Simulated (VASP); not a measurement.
Runs of VASP 6.6.1 on Si2Ni (fluorite type). The structure is that of space group Fm-3m (No. 225), or close to it. The cells are those of the table. 

```csv
task,cell,cutoff (eV),gap on the mesh (eV),pressure (GPa)
relaxation of cell and atoms,"relaxed to 120 GPa from a = 3.418 Å, angles 60.0°, 3 atoms",600,none,120.0
single point,"a = 3.415 Å, angles 60.0°, 3 atoms",520,none,(a)
relaxation of cell and atoms,"relaxed from a = 3.760 Å, angles 60.0°, 3 atoms",600,none,0.0
relaxation of cell and atoms,"relaxed to 120 GPa from a = 3.415 Å, angles 60.0°, 3 atoms",600,none,120.0
single point,"a = 3.414 Å, angles 60.0°, 3 atoms",520,none,119.5
```

Alike in all rows: level PBE; potentials or basis VASP PAW PBE potentials, release 64 (Ni, Si); no spin polarisation; k mesh 11 × 11 × 11; smearing fermi-dirac 0.1 eV.

Estimate the missing entries.

(a) 119.3.

Caveats: the cell is relaxed towards a set pressure, so the run minimises the enthalpy, not the energy (at least some runs); the cell stands under pressure (at least some runs).

A gap of «none» marks levels without a gap at the run's occupations.
